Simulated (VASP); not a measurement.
# CaF2 (Immm) in VASP: single point with PBE

Aim: the single point of CaF2 with PBE.

Program: VASP 6.6.1. These are calculated values, not measurements. Logs are shortened: lines on timing, memory, paths and dates and some standing lists are left out, and cuts for length are marked.

### 1 The cell of the first run

The structure is orthorhombic, space group Immm (No. 71). The conventional cell has a = 3.858 Å, b = 3.936 Å, c = 5.511 Å, α = 90.00°, β = 90.00°, γ = 90.00°. Within 3.1 Å of Ca (site symmetry mmm) lie 8 F at 2.37 to 2.40 Å. Within 3.1 Å of F (site symmetry mm2) lie 4 Ca at 2.37 to 2.40 Å and 6 F at 2.76 Å.

### 2 Single point, PBE, non-collinear spin, zero start, spin-orbit coupling

Input file INCAR:

```
SYSTEM = CaF2
PREC = Accurate
ENCUT = 600
EDIFF = 1E-6
ISMEAR = 0
SIGMA = 0.05
LREAL = .FALSE.
LASPH = .TRUE.
NELM = 200
ALGO = Normal
ISIF = 2
LWAVE = .FALSE.
LCHARG = .FALSE.
LNONCOLLINEAR = .TRUE.
MAGMOM = 0 0 0 0 0 0 0 0 0
LORBIT = 11
LSORBIT = .TRUE.
GGA_COMPAT = .FALSE.
LORBMOM = .TRUE.
GGA = PE
NBANDS = 37
```

Input file KPOINTS:

```
regular mesh
0
G
  8 8 8
  0 0 0
```

Input file POSCAR:

```
CaF2
1.0
    0.0000000000      2.7830301463      2.7830301463
    2.7554753924      0.0275547539      2.7554753924
    2.7554753924      2.7554753924      0.0275547539
Ca F
1 2
Direct
    0.0000000000      0.0000000000      0.0000000000
    0.2500000000      0.2500000000      0.2500000000
    0.7500000000      0.7500000000      0.7500000000
```

Potentials or basis: VASP PAW PBE potentials, release 64 (Ca_sv, F).

Started as:

```sh
cat potpaw_PBE.64/Ca_sv/POTCAR potpaw_PBE.64/F/POTCAR > POTCAR
mpirun -np 1 vasp_ncl > vasp.out
```

OUTCAR:

```text
SYSTEM = CaF2
   PREC = Accurate
   ENCUT = 600
   EDIFF = 1E-6
   ISMEAR = 0
   LREAL = .FALSE.
   LASPH = .TRUE.
   NELM = 200
   ISIF = 2
   LNONCOLLINEAR = .TRUE.
   LORBIT = 11
   LSORBIT = .TRUE.
   GGA = PE

 ion  position               nearest neighbor table
   1  0.000  0.000  0.000-   3 2.37   3 2.37   2 2.37   2 2.37   3 2.40   2 2.40   3 2.40   2 2.40

   2  0.250  0.250  0.250-   1 2.37   1 2.37   1 2.40   1 2.40
   3  0.750  0.750  0.750-   1 2.37   1 2.37   1 2.40   1 2.40

  LATTYP: Found a body centered orthorhombic cell.
 ALAT       =     3.8578623640
 B/A-ratio  =     1.0202020202
 C/A-ratio  =     1.4284985478

  Lattice vectors:

 A1 = (  -2.7554753924,   2.7554753924,   0.0275547539)
 A2 = (  -2.7554753924,  -2.7554753924,  -0.0275547539)
 A3 = (   2.7554753924,   0.0275547539,   2.7554753924)

Analysis of symmetry for initial positions (statically):
=====================================================================
 Subroutine PRICEL returns:
 Original cell was already a primitive cell.

 Routine SETGRP: Setting up the symmetry group for a
 body centered orthorhombic supercell.

 Subroutine GETGRP returns: Found  8 space group operations
 (whereof  8 operations were pure point group operations)
 out of a pool of  8 trial point group operations.

The static configuration has the point symmetry D_2h.

Analysis of symmetry for dynamics (positions and initial velocities):
=====================================================================
 Subroutine PRICEL returns:
 Original cell was already a primitive cell.

 Routine SETGRP: Setting up the symmetry group for a
 body centered orthorhombic supercell.

 Subroutine GETGRP returns: Found  8 space group operations
 (whereof  8 operations were pure point group operations)
 out of a pool of  8 trial point group operations.

The dynamic configuration has the point symmetry D_2h.

Analysis of structural, dynamic, and magnetic symmetry:
=====================================================================
 Subroutine PRICEL returns:
 Original cell was already a primitive cell.

 Routine SETGRP: Setting up the symmetry group for a
 body centered orthorhombic supercell.

 Subroutine GETGRP returns: Found  8 space group operations
 (whereof  8 operations were pure point group operations)
 out of a pool of  8 trial point group operations.

The overall configuration has the point symmetry D_2h.

 Subroutine INISYM returns: Found  8 space group operations
 (whereof  8 operations are pure point group operations),
 and found     1 'primitive' translations
[... 1117 lines left out ...]
      1.37774      1.39152      1.39152        -0.043409     -0.000000     -0.000000
      4.13321      4.17455      4.17455         0.043409      0.000000      0.000000
 -----------------------------------------------------------------------------------
    total drift:                               -0.000000     -0.000000     -0.000000

  FREE ENERGIE OF THE ION-ELECTRON SYSTEM (eV)
  ---------------------------------------------------
  free  energy   TOTEN  =       -17.3461019191 eV

  energy  without entropy=      -17.3461019191  energy(sigma->0) =      -17.34610192

 orbital moment (x)

 # of ion     p       d       tot
 ----------------------------------------
  1         0.000   0.000   0.000
  2         0.000   0.000   0.000
  3         0.000   0.000   0.000
 ----------------------------------------
            0.000   0.000   0.000

 orbital moment (y)

 # of ion     p       d       tot
 ----------------------------------------
  1         0.000   0.000   0.000
  2         0.000   0.000   0.000
  3         0.000   0.000   0.000
 ----------------------------------------
            0.000   0.000   0.000

 orbital moment (z)

 # of ion     p       d       tot
 ----------------------------------------
  1         0.000   0.000   0.000
  2         0.000   0.000   0.000
  3         0.000   0.000   0.000
 ----------------------------------------
            0.000   0.000   0.000

 Spin-Orbit-Coupling matrix elements

 Ion:    1  E_soc:     -0.0056531
 l=   1
     0.0000000    -0.0009409    -0.0009409
    -0.0009409     0.0000000    -0.0009409
    -0.0009409    -0.0009409     0.0000000
 l=   2
     0.0000000    -0.0000004     0.0000000    -0.0000004    -0.0000009
    -0.0000004     0.0000000    -0.0000007    -0.0000004    -0.0000002
     0.0000000    -0.0000007     0.0000000    -0.0000007     0.0000000
    -0.0000004    -0.0000004    -0.0000007     0.0000000    -0.0000002
    -0.0000009    -0.0000002     0.0000000    -0.0000002     0.0000000
 l=   3
     0.0000000     0.0000000     0.0000000     0.0000000     0.0000000     0.0000000     0.0000000
     0.0000000     0.0000000     0.0000000     0.0000000     0.0000000     0.0000000     0.0000000
     0.0000000     0.0000000     0.0000000     0.0000000     0.0000000     0.0000000     0.0000000
     0.0000000     0.0000000     0.0000000     0.0000000     0.0000000     0.0000000     0.0000000
[... 29 lines left out ...]
 l=   2
     0.0000000     0.0000000     0.0000000     0.0000000     0.0000000
     0.0000000     0.0000000     0.0000000     0.0000000     0.0000000
     0.0000000     0.0000000     0.0000000     0.0000000     0.0000000
     0.0000000     0.0000000     0.0000000     0.0000000     0.0000000
     0.0000000     0.0000000     0.0000000     0.0000000     0.0000000
 l=   3
     0.0000000     0.0000000     0.0000000     0.0000000     0.0000000     0.0000000     0.0000000
     0.0000000     0.0000000     0.0000000     0.0000000     0.0000000     0.0000000     0.0000000
     0.0000000     0.0000000     0.0000000     0.0000000     0.0000000     0.0000000     0.0000000
     0.0000000     0.0000000     0.0000000     0.0000000     0.0000000     0.0000000     0.0000000
     0.0000000     0.0000000     0.0000000     0.0000000     0.0000000     0.0000000     0.0000000
     0.0000000     0.0000000     0.0000000     0.0000000     0.0000000     0.0000000     0.0000000
     0.0000000     0.0000000     0.0000000     0.0000000     0.0000000     0.0000000     0.0000000

 total charge

# of ion       s       p       d       tot
------------------------------------------
    1        2.019   5.866   0.205   8.090
    2        1.729   4.387   0.000   6.116
    3        1.729   4.387   0.000   6.116
--------------------------------------------------
tot          5.476  14.641   0.205  20.322

 magnetization (x)

# of ion       s       p       d       tot
------------------------------------------
    1        0.000   0.000   0.000   0.000
    2        0.000   0.000   0.000   0.000
    3        0.000   0.000   0.000   0.000
--------------------------------------------------
tot          0.000   0.000   0.000   0.000

 magnetization (y)

# of ion       s       p       d       tot
------------------------------------------
    1        0.000   0.000   0.000   0.000
    2        0.000   0.000   0.000   0.000
    3        0.000   0.000   0.000   0.000
--------------------------------------------------
tot          0.000   0.000   0.000   0.000

 magnetization (z)

# of ion       s       p       d       tot
------------------------------------------
    1        0.000   0.000   0.000   0.000
    2       -0.000   0.000   0.000  -0.000
    3       -0.000   0.000   0.000  -0.000
--------------------------------------------------
tot         -0.000   0.000   0.000  -0.000
```

OSZICAR:

```text
N       E                     dE             d eps       ncg     rms          rms(c)
DAV:   1     0.261580733669E+03    0.26158E+03   -0.13781E+04  7030   0.147E+03
DAV:   2     0.871056257734E+00   -0.26071E+03   -0.24777E+03  8104   0.406E+02
DAV:   3    -0.174673383968E+02   -0.18338E+02   -0.18204E+02  8276   0.112E+02
DAV:   4    -0.186450708264E+02   -0.11777E+01   -0.11743E+01 12371   0.171E+01
DAV:   5    -0.186532178221E+02   -0.81470E-02   -0.81467E-02  8110   0.168E+00    0.802E+00
DAV:   6    -0.173130016201E+02    0.13402E+01   -0.50257E+00  8115   0.165E+01    0.311E+00
DAV:   7    -0.173226007107E+02   -0.95991E-02   -0.23286E-01  9268   0.392E+00    0.171E+00
DAV:   8    -0.173416215287E+02   -0.19021E-01   -0.39678E-02  7667   0.221E+00    0.250E-01
DAV:   9    -0.173449778221E+02   -0.33563E-02   -0.94784E-03  8794   0.782E-01    0.137E-01
DAV:  10    -0.173460529090E+02   -0.10751E-02   -0.15297E-03  8613   0.300E-01    0.462E-02
DAV:  11    -0.173460934219E+02   -0.40513E-04   -0.70605E-05  9155   0.688E-02    0.255E-02
DAV:  12    -0.173460987186E+02   -0.52967E-05   -0.93772E-06  8509   0.293E-02    0.858E-03
DAV:  13    -0.173461015816E+02   -0.28631E-05   -0.71484E-06  9093   0.236E-02    0.282E-03
DAV:  14    -0.173461019191E+02   -0.33744E-06   -0.11579E-06  7263   0.852E-03
   1 F= -.17346102E+02 E0= -.17346102E+02  d E =-.961447E-15  mag=     0.0000     0.0000    -0.0000
```

stdout:

```text
POSCAR found type information on POSCAR CaF
 POSCAR found :  2 types and       3 ions
 scaLAPACK will be used
 LDA part: xc-table for (Slater+PW92), standard interpolation
 POSCAR, INCAR and KPOINTS ok, starting setup
 FFT: planning ... GRIDC
 FFT: planning ... GRID_SOFT
 FFT: planning ... GRID
 WAVECAR not read
 entering main loop
```

Run time: 5.5 min. Hardware: 1 thread of Intel Xeon Platinum 8488C (Sapphire Rapids), shared host; peak memory 0.46 GiB.

Results:

```yaml
Free_energy: -17.3461 eV
Pressure: 0.2 GPa
Largest_force: 0.043 eV/Å
Net_moment: 0.00 μB per cell
Valence_electrons_inside_the_program's_atomic_spheres: Ca 8.09; F 6.12
```

Forces in eV/Å, atoms in the order of the input:
```
Ca   0.000  0.000  0.000
F   -0.043  0.000  0.000
F    0.043  0.000  0.000
```

Moments on the atoms (μB; x, y, z):
```
Ca  0.00 0.00 0.00
F   0.00 0.00 0.00
F   0.00 0.00 0.00
```
